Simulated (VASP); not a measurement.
# Fe (P6_3/mmc) in VASP: further runs

Runs on Fe. Level: RPBE. Tasks: single point.

Everything below comes from runs of VASP 6.6.1. Logs are shortened: lines on timing, memory, paths and dates and some standing lists are left out, and cuts for length are marked.

## Step 1: The cell of the first run

It takes space group P6_3/mmc (No. 194, hexagonal). Conventional cell: a = 2.445 Å, b = 2.445 Å, c = 3.868 Å, α = 90.00°, β = 90.00°, γ = 120.00°. Within 3.2 Å of Fe (site symmetry -6m2) lie 12 Fe at 2.39 to 2.45 Å.

## Step 2: Single point, RPBE (volume scaled by 0.96)

Input file INCAR:

```
PREC = Accurate
ENCUT = 520
EDIFF = 1E-7
ISMEAR = -1
SIGMA = 0.1
LREAL = F
LASPH = T
NELM = 100
ALGO = Normal
ISIF = 2
LWAVE = F
LCHARG = F
GGA = RP
NBANDS = 15
```

Input file KPOINTS:

```
regular mesh
0
Gamma
  16 16 9
```

Input file POSCAR:

```
Fe
1.0
    2.4454007921      0.0000000000      0.0000000000
   -1.2227003961      2.1177792084      0.0000000000
    0.0000000000      0.0000000000      3.8675000751
Fe
2
Direct
    0.3333333333      0.6666666667      0.2500000000
    0.6666666667      0.3333333333      0.7500000000
```

Potentials or basis: VASP PAW PBE potentials, release 64 (Fe).

Run with:

```sh
$ cat potpaw_PBE.64/Fe/POTCAR > POTCAR
$ mpirun -np 1 vasp_std > vasp.out
```

OUTCAR:

```text
PREC = Accurate
   ENCUT = 520
   EDIFF = 1E-7
   ISMEAR = -1
   LREAL = F
   LASPH = T
   NELM = 100
   ISIF = 2
   GGA = RP

 ion  position               nearest neighbor table
   1  0.333  0.667  0.250-   2 2.39   2 2.39   2 2.39   2 2.39   2 2.39   2 2.39
   2  0.667  0.333  0.750-   1 2.39   1 2.39   1 2.39   1 2.39   1 2.39   1 2.39

  LATTYP: Found a hexagonal cell.
 ALAT       =     2.4454007921
 C/A-ratio  =     1.5815403706

  Lattice vectors:

 A1 = (   2.4454007921,   0.0000000000,   0.0000000000)
 A2 = (  -1.2227003961,   2.1177792084,   0.0000000000)
 A3 = (   0.0000000000,   0.0000000000,   3.8675000751)

Analysis of symmetry for initial positions (statically):
=====================================================================
 Subroutine PRICEL returns:
 Original cell was already a primitive cell.

 Routine SETGRP: Setting up the symmetry group for a
 hexagonal supercell.

 Subroutine GETGRP returns: Found 24 space group operations
 (whereof 12 operations were pure point group operations)
 out of a pool of 24 trial point group operations.

The static configuration has the point symmetry D_3d.
 The point group associated with its full space group is D_6h.

Analysis of symmetry for dynamics (positions and initial velocities):
=====================================================================
 Subroutine PRICEL returns:
 Original cell was already a primitive cell.

 Routine SETGRP: Setting up the symmetry group for a
 hexagonal supercell.

 Subroutine GETGRP returns: Found 24 space group operations
 (whereof 12 operations were pure point group operations)
 out of a pool of 24 trial point group operations.

The dynamic configuration has the point symmetry D_3d.
 The point group associated with its full space group is D_6h.

 Subroutine INISYM returns: Found 24 space group operations
 (whereof 12 operations are pure point group operations),
 and found     1 'primitive' translations

----------------------------------------------------------------------------------------

                                     Primitive cell

  volume of cell :      20.0291

  direct lattice vectors                    reciprocal lattice vectors
     2.445400792  0.000000000  0.000000000     0.408930922  0.236096378  0.000000000
    -1.222700396  2.117779208  0.000000000     0.000000000  0.472192756  0.000000000
     0.000000000  0.000000000  3.867500075     0.000000000  0.000000000  0.258564959

  length of vectors
     2.445400792  2.445400792  3.867500075     0.472192756  0.472192756  0.258564959

  position of ions in fractional coordinates (direct lattice)
[... 90 lines left out ...]
   NELECT =      16.0000    total number of electrons
   NUPDOWN=      -1.0000    fix difference up-down
   EMIN   =  10.00;   EMAX   =-10.00  energy-range for DOS
   EFERMI =   0.00;   METHOD = LEGACY
   ISMEAR =    -1;   SIGMA  =   0.10  broadening in eV -4-tet -1-fermi 0-gaus
   EFERMI_NEDOS =   21; number of points for ismear=-14 and -15
   IALGO  =     38    algorithm
   IMIX   =      4    mixing-type and parameters
     AMIX     =   0.40;   BMIX     =  1.00
     AMIX_MAG =   1.60;   BMIX_MAG =  1.00
  volume/ion in A,a.u.               =      10.01        67.58
  Fermi-wavevector in a.u.,A,eV,Ry     =   1.519012  2.870516 31.394039  2.307397
  Thomas-Fermi vector in A             =   2.628055
   LORBIT       =      0    0 simple, 1 ext, 2 COOP (PROOUT), +10 PAW based schemes
   GGA     = RP    functional components
   LHFCALC =     F    Hartree Fock is set to
   AEXX    =    0.0000 exact exchange contribution
   IVDW    =     0    specifies the selected vdW correction
   LEPSILON=     F    determine dielectric tensor
   LRPA    =     F    only Hartree local field effects (RPA)
 non-spin polarized calculation
  energy-cutoff  :      520.00
  volume of cell :       20.03
 maximum number of plane-waves:       555
   NGX =  9   NGY =  9   NGZ = 15

 number of electron      16.0000010 magnetization

 Free energy of the ion-electron system (eV)
  ---------------------------------------------------
  ext. energy  EPLUGINS =         0.00000000
  ---------------------------------------------------
  free energy    TOTEN  =       -15.18829524 eV

  energy without entropy =      -15.10531884  energy(sigma->0) =      -15.14680704

 E-fermi :   7.2207     XC(G=0): -13.8135

 val. band max:        7.2196845932   @ k =   0.3125   0.0000   0.0000
 cond. band min:       7.2342664525   @ k =   0.1250   0.0625   0.3333
 fundamental gap:      0.0145818594
 Fermi energy:         7.2207249246

 k-point     1 :       0.0000    0.0000    0.0000
  band No.  band energies     occupation
      1      -1.7883      2.00000
      2       2.1982      2.00000
      3       5.5379      2.00000
      4       5.5379      2.00000
      5       5.6677      2.00000
      6       6.0145      1.99999
      7       6.0145      1.99999
      8       6.3640      1.99962
      9       6.3640      1.99962
     10       7.7572      0.00932
     11       7.9505      0.00135
     12       7.9505      0.00135
     13      16.1818      0.00000
     14      29.2173      0.00000
[... 401 lines left out ...]
      2       3.3943      2.00000
      3       3.4925      2.00000
      4       3.9108      2.00000
      5       5.1061      2.00000
      6       5.8425      2.00000
      7       5.9126      2.00000
      8       7.1088      1.50761
      9       7.9091      0.00205
     10       8.1630      0.00016
     11       8.8719      0.00000
     12      16.5221      0.00000
     13      16.6376      0.00000
     14      18.5541      0.00000
     15      20.0442      0.00000

 [... further k-points ...]

------------------------ aborting loop because EDIFF is reached ----------------------------------------

  FORCE on cell =-STRESS in cart. coord.  units (eV):
  Direction    XX          YY          ZZ          XY          YZ          ZX
  --------------------------------------------------------------------------------------
  -------------------------------------------------------------------------------------
  Total        1.3977409      1.3977409      1.4326389     -0.0000000     -0.0000000      0.0000000
  in kB      111.8088517    111.8088517    114.6004313     -0.0000000     -0.0000000      0.0000000
  external PRESSURE =     112.7393782 kB  Pullay stress =       0.0000000 kB

 VOLUME and BASIS-vectors are now :
 -----------------------------------------------------------------------------
  energy-cutoff  :      520.00
  volume of cell :       20.03
      direct lattice vectors                 reciprocal lattice vectors
     2.445400792  0.000000000  0.000000000     0.408930922  0.236096378  0.000000000
    -1.222700396  2.117779208  0.000000000     0.000000000  0.472192756  0.000000000
     0.000000000  0.000000000  3.867500075     0.000000000  0.000000000  0.258564959

 POSITION                                       TOTAL-FORCE (eV/Angst)
 -----------------------------------------------------------------------------------
     -0.00000      1.41185      0.96688        -0.000000      0.000000      0.000000
      1.22270      0.70593      2.90063         0.000000      0.000000      0.000000
 -----------------------------------------------------------------------------------
    total drift:                               -0.000000     -0.000000     -0.000000

  FREE ENERGIE OF THE ION-ELECTRON SYSTEM (eV)
  ---------------------------------------------------
  free  energy   TOTEN  =       -15.1882952394 eV

  energy  without entropy=      -15.1053188396  energy(sigma->0) =      -15.14680704
```

stdout:

```text
POSCAR found type information on POSCAR Fe
 POSCAR found :  1 types and       2 ions
 scaLAPACK will be used
 -----------------------------------------------------------------------------
|                                                                             |
|                                                                             |
|     You enforced a specific xc type in the INCAR file but a different       |
|     I HOPE YOU KNOW WHAT YOU ARE DOING!                                     |
|                                                                             |
 -----------------------------------------------------------------------------

 LDA part: xc-table for (Slater+PW92), standard interpolation
 POSCAR, INCAR and KPOINTS ok, starting setup
 FFT: planning ... GRIDC
 FFT: planning ... GRID_SOFT
 FFT: planning ... GRID
 WAVECAR not read
 entering main loop
```

Run time: 27 s. Hardware: 1 thread of Intel Xeon Platinum 8488C (Sapphire Rapids), shared host; peak memory 0.15 GiB.

What came out:

- Free energy: -15.1883 eV
- Pressure: 11.3 GPa
- Band gap on the k mesh: zero (band 8 reaches 8.16 eV, above the bottom of band 9 at 6.24 eV)

Stress tensor (GPa, compression positive):
```
11.18  0.00  0.00
 0.00 11.18  0.00
 0.00  0.00 11.46
```

Levels at points of the mesh, in eV from the Fermi level:
```tsv
k point	band 5	band 6	band 7	band 8	band 9	band 10	band 11	band 12
(0.00, 0.00, 0.00)	-1.55	-1.21	-1.21	-0.86	-0.86	0.54	0.73	0.73
(0.50, 0.00, 0.00)	-1.99	-1.55	-1.08	0.84	1.07	1.10	2.74	4.94
```

Caveat: the cell differs from its parent crystal (volume scaled by 0.96); the PAW data sets were made with another functional, which shifts forces and pressure a little; the run has no spin polarisation, though such a crystal can be magnetic. Spin polarisation is off, so any magnetic state and its effect on volume and gap are missing.

## Step 3: Single point, RPBE

This run uses another cell than the first one, of 10.43 Å³/atom, 1.042 times its volume.

Input file INCAR:

```
PREC = Accurate ; ENCUT = 520
EDIFF = 1E-6 ; ISMEAR = -1
SIGMA = 0.1 ; LREAL = F
LASPH = T ; NELM = 80
ALGO = Normal ; ISIF = 2
LWAVE = F ; LCHARG = T
GGA = RP ; LELF = T
LVHAR = T ; NBANDS = 15
```

Input file KPOINTS:

```
Automatic mesh
0
Gamma
  16 16 9
```

Input file POSCAR:

```
Fe
1.0
    2.4789035963      0.0000000000      0.0000000000
   -1.2394517982      2.1467934879      0.0000000000
    0.0000000000      0.0000000000      3.9204861124
Fe
2
Direct
    0.3333333333      0.6666666667      0.2500000000
    0.6666666667      0.3333333333      0.7500000000
```

Potentials or basis: VASP PAW PBE potentials, release 64 (Fe).

Run with:

```sh
$ cat potpaw_PBE.64/Fe/POTCAR > POTCAR
$ mpirun -np 1 vasp_std > vasp.out
```

It took 25 s on 1 thread of Intel Xeon Platinum 8488C (Sapphire Rapids), shared host; peak memory 0.15 GiB.

Results (log left out):

- Free energy: -15.2149 eV
- Pressure: -0.5 GPa
- Band gap on the k mesh: zero (band 8 reaches 7.64 eV, above the bottom of band 9 at 5.84 eV)

Stress tensor (GPa, compression positive):
```
-0.50  0.00  0.00
 0.00 -0.50  0.00
 0.00  0.00 -0.63
```

Levels at points of the mesh, in eV from the Fermi level:
| k point | band 6 | band 7 | band 8 | band 9 | band 10 | band 11 |
| --- | --- | --- | --- | --- | --- | --- |
| (0.00, 0.00, 0.00) | -1.13 | -1.13 | -0.81 | -0.81 | 0.52 | 0.69 |
| (0.50, 0.00, 0.00) | -1.47 | -1.02 | 0.79 | 1.01 | 1.04 | 2.60 |

Caveat: the PAW data sets were made with another functional, which shifts forces and pressure a little; the run has no spin polarisation, though such a crystal can be magnetic. Spin polarisation is off, so any magnetic state and its effect on volume and gap are missing.

## Step 4: Single point, RPBE (volume scaled by 1.04)

Input file INCAR:

```
SYSTEM = Fe
PREC = Accurate
ENCUT = 520
EDIFF = 1E-6
ISMEAR = -1
SIGMA = 0.1
LREAL = .False.
LASPH = .True.
NELM = 80
ALGO = Normal
ISIF = 2
LWAVE = .False.
LCHARG = .True.
GGA = RP
LELF = .True.
LVHAR = .True.
NBANDS = 15
```

Input file KPOINTS:

```
Automatic mesh
0
Gamma
  16 16 9
  0 0 0
```

Input file POSCAR:

```
Fe
1.0
    2.5115244898      0.0000000000      0.0000000000
   -1.2557622449      2.1750440103      0.0000000000
    0.0000000000      0.0000000000      3.9720773724
Fe
2
Direct
    0.3333333333      0.6666666667      0.2500000000
    0.6666666667      0.3333333333      0.7500000000
```

Run with:

```sh
$ cat potpaw_PBE.64/Fe/POTCAR > POTCAR
$ mpirun -np 1 vasp_std > vasp.out
```

It took 28 s on 1 thread of Intel Xeon Platinum 8488C (Sapphire Rapids), shared host; peak memory 0.16 GiB.

The run converged. Its results:

```yaml
Free_energy: -15.1865 eV
Pressure: -10.0 GPa
Band_gap_on_the_k_mesh: zero (band 8 reaches 7.17 eV, above the bottom of band 9 at 5.47 eV)
```

Stress tensor (GPa, compression positive):
```
 -9.81   0.00   0.00
  0.00  -9.81   0.00
  0.00   0.00 -10.28
```

Levels at points of the mesh, in eV from the Fermi level:
| k point | band 5 | band 6 | band 7 | band 8 | band 9 | band 10 | band 11 | band 12 |
| --- | --- | --- | --- | --- | --- | --- | --- | --- |
| (0.00, 0.00, 0.00) | -1.38 | -1.07 | -1.07 | -0.76 | -0.76 | 0.52 | 0.65 | 0.65 |
| (0.50, 0.00, 0.00) | -1.77 | -1.39 | -0.97 | 0.74 | 0.95 | 0.98 | 2.48 | 4.49 |

Caveat: the cell differs from its parent crystal (volume scaled by 1.04); the PAW data sets were made with another functional, which shifts forces and pressure a little; the run has no spin polarisation, though such a crystal can be magnetic. Spin polarisation is off, so any magnetic state and its effect on volume and gap are missing.

## Step 5: Single point, RPBE (volume scaled by 1.08)

Input file INCAR:

```
SYSTEM = Fe
  PREC = Accurate
  ENCUT = 520
  EDIFF = 1E-7
  ISMEAR = -1
  SIGMA = 0.1
  LREAL = .FALSE.
  LASPH = .TRUE.
  NELM = 60
  ALGO = Normal
  ISIF = 2
  LWAVE = .FALSE.
  LCHARG = .TRUE.
  GGA = RP
  LELF = .TRUE.
  LVHAR = .TRUE.
  NBANDS = 15
```

Input file KPOINTS:

```
Automatic mesh
0
G
  16 16 9
  0 0 0
```

Input file POSCAR:

```
Fe
1.0
    2.5433193143      0.0000000000      0.0000000000
   -1.2716596572      2.2025791361      0.0000000000
    0.0000000000      0.0000000000      4.0223621709
Fe
2
Direct
    0.3333333333      0.6666666667      0.2500000000
    0.6666666667      0.3333333333      0.7500000000
```

Run with:

```sh
$ cat potpaw_PBE.64/Fe/POTCAR > POTCAR
$ mpirun -np 1 vasp_std > vasp.out
```

Wall time 30 s (1 thread of Intel Xeon Platinum 8488C (Sapphire Rapids), shared host); peak memory 0.16 GiB.

It converged, with:

* Free energy: -15.1143 eV
* Pressure: -17.4 GPa
* Band gap on the k mesh: zero (band 8 reaches 6.73 eV, above the bottom of band 9 at 5.12 eV)

Stress tensor (GPa, compression positive):
```
-17.20   0.00   0.00
  0.00 -17.20   0.00
  0.00   0.00 -17.95
```

Levels at points of the mesh, in eV from the Fermi level:
```csv
k point,band 5,band 6,band 7,band 8,band 9,band 10,band 11,band 12
"(0.00, 0.00, 0.00)",-1.30,-1.01,-1.01,-0.72,-0.72,0.52,0.62,0.62
"(0.50, 0.00, 0.00)",-1.67,-1.32,-0.92,0.70,0.90,0.92,2.37,4.29
```

Caveat: the cell differs from its parent crystal (volume scaled by 1.08); the PAW data sets were made with another functional, which shifts forces and pressure a little; the run has no spin polarisation, though such a crystal can be magnetic. Spin polarisation is off, so any magnetic state and its effect on volume and gap are missing.

## Step 6: Single point, RPBE (volume scaled by 1.12)

Input file INCAR:

```
PREC = Accurate ; ENCUT = 520
EDIFF = 1E-6 ; ISMEAR = -1
SIGMA = 0.1 ; LREAL = F
LASPH = T ; NELM = 80
ALGO = Normal ; ISIF = 2
LWAVE = F ; LCHARG = F
GGA = RP ; NBANDS = 15
```

Input file KPOINTS:

```
regular mesh
0
Gamma
  16 16 9
```

Input file POSCAR:

```
Fe
1.0
    2.5743384606      0.0000000000      0.0000000000
   -1.2871692303      2.2294425048      0.0000000000
    0.0000000000      0.0000000000      4.0714202030
Fe
2
Direct
    0.3333333333      0.6666666667      0.2500000000
    0.6666666667      0.3333333333      0.7500000000
```

Potentials or basis: VASP PAW PBE potentials, release 64 (Fe).

Run with:

```sh
$ cat potpaw_PBE.64/Fe/POTCAR > POTCAR
$ mpirun -np 1 vasp_std > vasp.out
```

Wall time 26 s (1 thread of Intel Xeon Platinum 8488C (Sapphire Rapids), shared host); peak memory 0.16 GiB.

It converged, with:

```yaml
Free_energy: -15.0074 eV
Pressure: -23.4 GPa
Band_gap_on_the_k_mesh: zero (band 8 reaches 6.32 eV, above the bottom of band 9 at 4.80 eV)
```

Stress tensor (GPa, compression positive):
```
-23.03   0.00   0.00
  0.00 -23.03   0.00
  0.00   0.00 -24.00
```

Levels at points of the mesh, in eV from the Fermi level:
| k point | band 4 | band 5 | band 6 | band 7 | band 8 | band 9 | band 10 | band 11 | band 12 | band 13 |
| --- | --- | --- | --- | --- | --- | --- | --- | --- | --- | --- |
| (0.00, 0.00, 0.00) | -1.33 | -1.23 | -0.96 | -0.96 | -0.68 | -0.68 | 0.52 | 0.58 | 0.58 | 7.50 |
| (0.50, 0.00, 0.00) | -1.76 | -1.58 | -1.25 | -0.87 | 0.66 | 0.85 | 0.87 | 2.27 | 4.11 | 10.09 |

Caveat: the cell differs from its parent crystal (volume scaled by 1.12); the PAW data sets were made with another functional, which shifts forces and pressure a little; the run has no spin polarisation, though such a crystal can be magnetic. Spin polarisation is off, so any magnetic state and its effect on volume and gap are missing.

## Step 7: The runs side by side

```tsv
cell	gap on the mesh (eV)	pressure (GPa)
a = 2.445, b = 2.445, c = 3.868 Å, angles 90.0, 90.0, 120.0°, 2 atoms	none	11.3
a = 2.479, b = 2.479, c = 3.920 Å, angles 90.0, 90.0, 120.0°, 2 atoms	none	-0.5
a = 2.512, b = 2.512, c = 3.972 Å, angles 90.0, 90.0, 120.0°, 2 atoms	none	-10.0
a = 2.543, b = 2.543, c = 4.022 Å, angles 90.0, 90.0, 120.0°, 2 atoms	none	-17.4
a = 2.574, b = 2.574, c = 4.071 Å, angles 90.0, 90.0, 120.0°, 2 atoms	none	-23.4
```

Alike in all rows: task single point; level RPBE; potentials or basis VASP PAW PBE potentials, release 64 (Fe); no spin polarisation; k mesh 16 × 16 × 9; cutoff (eV) 520; smearing fermi-dirac 0.1 eV.

Caveats: the PAW data sets were made with another functional, which shifts forces and pressure a little; the run has no spin polarisation, though such a crystal can be magnetic.

Total energies depend on the potentials used, so only differences within one code and one set of settings carry meaning.
